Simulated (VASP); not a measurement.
A run of VASP 6.6.1:

File INCAR:

```
ALGO = Normal
EDIFF = 1E-6
ENCUT = 520
GGA = PE
ISIF = 2
ISMEAR = 0
LASPH = T
LCHARG = F
LREAL = F
LWAVE = F
NBANDS = 16
NELM = 60
PREC = Accurate
SIGMA = 0.1
```

The input KPOINTS:

```
k-points
0
Gamma
  6 6 4
```

POSCAR

```
LiB2H4
1.0
    2.7065852868      0.0000000000      0.0000000000
    0.7679200295      3.8827426157      0.0000000000
    1.0915201639      1.6456238385      5.7746655735
Li B H
1 2 4
Direct
    0.0000000000      0.0000000000      0.5000000000
    0.3573564387      0.4208757168      0.6327407326
    0.6426435613      0.5791242832      0.3672592674
    0.8401710020      0.3954514095      0.2358945546
    0.1598289980      0.6045485905      0.7641054454
    0.6114192555      0.8968504650      0.2621952258
    0.3885807445      0.1031495350      0.7378047742
```

Potentials or basis: VASP PAW PBE potentials, release 64 (Li_sv, B, H).

The run is started by

```sh
$ cat potpaw_PBE.64/Li_sv/POTCAR potpaw_PBE.64/B/POTCAR potpaw_PBE.64/H/POTCAR > POTCAR
$ mpirun -np 1 vasp_std > vasp.out
```

Hardware: 1 thread of Intel(R) Xeon(R) Platinum 8488C (Sapphire Rapids) (shared host).

Question: Estimate the wall time of this run.

Answer: Wall time 58 s on 1 thread of Intel(R) Xeon(R) Platinum 8488C (Sapphire Rapids), with other jobs on the host, peak memory 0.2 GiB. Counts: scf iterations 14, k points 76.
